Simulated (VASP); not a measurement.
Runs of VASP 6.6.1 on Pb. The structure is that of space group I4/mmm (No. 139), or close to it. The cells are those of the table. 

```tsv
cell	gap on the mesh (eV)	pressure (GPa)
a = 3.429, b = 3.429, c = 3.633 Å, angles 58.0, 58.0, 64.0°, 1 atom	none	-1.5
a = 3.424, b = 3.424, c = 3.493 Å, angles 59.3, 59.3, 61.3°, 1 atom	none	(b)
a = 3.504, b = 3.504, c = 3.213 Å, angles 62.7, 62.7, 54.6°, 1 atom	none	3.7
a = 3.569, b = 3.569, c = 3.353 Å, angles 62.0, 62.0, 56.0°, 1 atom	none	-1.3
a = 3.356, b = 3.356, c = 3.493 Å, angles 58.6, 58.6, 62.7°, 1 atom	none	(a)
```

Alike in all rows: task single point; level LDA; potentials or basis VASP PAW LDA potentials, release 64 (Pb_d); no spin polarisation; k mesh 16 × 16 × 16; cutoff (eV) 520; smearing gaussian 0.15 eV.

Problem. Fill in the values left out.

Solution. (a) 2.8; (b) 0.2.

Caveats: spin-orbit coupling is left out, which moves the levels of the heavy elements; the cell stands under pressure (at least some runs).

A k mesh can miss the band edges, and the runs leave out spin-orbit coupling on Pb.

A gap of «none» marks levels without a gap at the run's occupations.
